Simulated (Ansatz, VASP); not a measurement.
# ZnS in VASP and in Ansatz

The input POSCAR:

```
ZnS
1.0
    0.0000000000      2.7857895000      2.7452197500
    2.7857895000      0.0000000000      2.7452197500
    2.7857895000      2.7857895000      0.0000000000
Zn S
1 1
Direct
    0.0000000000      0.0000000000      0.0000000000
    0.7500000000      0.7500000000      0.7500000000
```

The input INCAR.step1:

```
SYSTEM = ZnS
ALGO = Normal ; EDIFF = 1E-4
ENCUT = 520 ; GGA = PE
ISMEAR = 0 ; LASPH = .True.
LCHARG = .False. ; LREAL = .False.
LWAVE = .True. ; NBANDS = 16
NELM = 100 ; PREC = Accurate
SIGMA = 0.05
```

INCAR.step2

```
SYSTEM = ZnS
ALGO = Normal ; EDIFF = 1E-7
ENCUT = 520 ; ISIF = 2
ISMEAR = 0 ; ISTART = 1
LASPH = .True. ; LCHARG = .False.
LMIXTAU = .True. ; LREAL = .False.
LWAVE = .False. ; METAGGA = R2SCAN
NBANDS = 16 ; NELM = 100
PREC = Accurate ; SIGMA = 0.05
```

KPOINTS

```
k-points
0
Gamma
  8 8 8
  0 0 0
```

Input for Ansatz:

```yaml
crystal:
  lattice:
    - [0.0, 2.7857895, 2.74521975]
    - [2.7857895, 0.0, 2.74521975]
    - [2.7857895, 2.7857895, 0.0]
  atoms:
    - { symbol: Zn, position: [0.0, 0.0, 0.0] }
    - { symbol: S, position: [0.75, 0.75, 0.75] }
basis:
  ecutwfc: 500
kpoints:
  mp_grid: { grid: [8, 8, 8] }
hamiltonian:
  xc: r2scan
scf:
  occupations: { method: gaussian, width: 0.05 }
output:
  forces: true
  stress: true
  eigenvalues: true
```

Change from the starting cell: strain +0.030 along x and y, +0.015 along z, atoms carried along.

Alike in both runs: task single point; functional r2SCAN; k mesh 8 × 8 × 8; occupations gaussian, width 0.05 eV; no spin polarisation.

|  | VASP | Ansatz |
| --- | --- | --- |
| version | VASP 6.6.1 | Ansatz 0.2.0 |
| potentials or method | VASP PAW PBE potentials, release 64 (Zn, S), cutoff 520 eV | scalar-relativistic, plane waves, PAW |
| valence electrons in the cell | 18 | 18 |

|  | VASP | Ansatz | Ansatz less VASP |
| --- | --- | --- | --- |
| gap on the k mesh at the Fermi level (eV) | 2.29 | 2.28 | -0.005 |
| least direct gap on the mesh (eV) | 2.29 | 2.28 | -0.005 |
| pressure (GPa) | -5.5 | -5.6 | -0.04 |
| traceless stress, the component that is largest in VASP (GPa) | 0.41 | 0.43 | +0.016 |

VASP's potentials were made for PBE, not for r2SCAN. The functional is the same, so the differences come from potentials, cutoffs and numerics.
